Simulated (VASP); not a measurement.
**TaN: single point with LDA**

The system is TaN.

```
CELL_PARAMETERS angstrom
0.00000 2.17900 2.17900
2.17900 0.00000 2.17900
2.17900 2.17900 0.00000
ATOMIC_POSITIONS crystal
Ta 0.50000 0.50000 0.50000
N 0.00000 0.00000 0.00000
```

```
Program                : VASP 6.6.1
Task                   : single point
Functional             : LDA
Potentials or basis    : VASP PAW LDA potentials, release 64 (Ta_sv_GW, N)
Cutoff                 : 600 eV
k mesh                 : 8 × 8 × 8
Occupations            : gaussian, width 0.1 eV
Spin                   : no spin polarisation
Dipole correction      : no
Second run             : valence_matched
Further INCAR settings : ALGO = Normal; EDIFF = 1e-06; NBANDS = 16
```

```yaml
Pressure: -1.1 GPa
Band_gap_on_the_k_mesh: zero (band 9 reaches 15.89 eV, above the bottom of band 10 at 11.71 eV)
```

Levels at points of the mesh, in eV from the Fermi level:
| k point | band 7 | band 8 | band 9 | band 10 | band 11 | band 12 |
| --- | --- | --- | --- | --- | --- | --- |
| (0.00, 0.00, 0.00) | -3.89 | -3.89 | -2.25 | -2.25 | -2.25 | -0.03 |
| (0.50, 0.00, 0.00) | -7.81 | -7.81 | 1.93 | 1.93 | 2.03 | 3.96 |
| (0.50, 0.50, 0.00) | -5.70 | -4.67 | -4.67 | 2.11 | 3.65 | 3.65 |

It took 15 s on 1 thread of Intel(R) Xeon(R) Platinum 8488C (Sapphire Rapids), with other jobs on the host, peak memory 0.15 GiB.

Caveat: spin-orbit coupling is left out, which moves the levels of the heavy elements.
